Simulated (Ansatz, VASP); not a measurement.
Si in VASP and in Ansatz

```
Si
1.0
    -3.32544    3.32544    1.92239
     3.32544   -3.32544    1.92239
     3.32544    3.32544   -1.92239
Si
4
Direct
  0.17880 0.17880 0.35760
  0.82120 0.82120 0.64240
  0.17880 0.82120 0.00000
  0.82120 0.17880 0.00000
```

Alike in both runs: task relaxation of cell and atoms; functional PBE; k mesh 10 × 10 × 10; occupations gaussian, width 0.01 eV; no spin polarisation.

|  | VASP | Ansatz |
| --- | --- | --- |
| version | VASP 6.6.1 | Ansatz 0.2.0 |
| potentials or method | VASP PAW PBE potentials, release 64 (Si), cutoff 600 eV | scalar-relativistic, plane waves, PAW |
| valence electrons in the cell | 16 | 16 |

VASP gave:

```
gap on the k mesh at the Fermi level, each at its own relaxed structure (eV) : 0.41
relaxed volume (Å³/atom)                                                     : 21.59
relaxed cell length with the largest relative difference (Å)                 : 5.109
```

**Question.** What did Ansatz give for the same quantities?

**Answer.** gap on the k mesh at the Fermi level, each at its own relaxed structure (eV): 0.41; relaxed volume (Å³/atom): 21.61; relaxed cell length with the largest relative difference (Å): 5.110.
